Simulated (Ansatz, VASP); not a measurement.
Os: VASP beside Ansatz

```
Os
1.0
     2.75441    0.00000    0.00000
    -1.37721    2.38539    0.00000
     0.00000    0.00000    4.34919
Os
2
Cartesian
  0.0000 1.5903 1.0873
  1.3772 0.7951 3.2619
```

Alike in both runs: functional PBE; k mesh 18 × 18 × 10; occupations fermi-dirac, width 0.15 eV; no spin polarisation.

Ansatz relaxed the structure, and its values are those at the end. VASP's run is a single point on that final structure, the one shown.

```csv
,VASP,Ansatz
version,VASP 6.6.1,Ansatz 0.2.0
potentials or method,"VASP PAW PBE potentials, release 64 (Os), cutoff 600 eV","scalar-relativistic, plane waves, PAW"
valence electrons in the cell,16,32
```

```csv
,VASP,Ansatz,Ansatz less VASP
gap on the k mesh at the Fermi level (eV),none,none,-
pressure (GPa),0.0,0.0,-0.04
```

A gap of «none» marks a metal or a gap that the smearing closes. VASP's potentials hold 16 valence electrons a cell and Ansatz's 32, so a difference there can come from the potentials and not from the codes.

Spin-orbit coupling is off throughout.
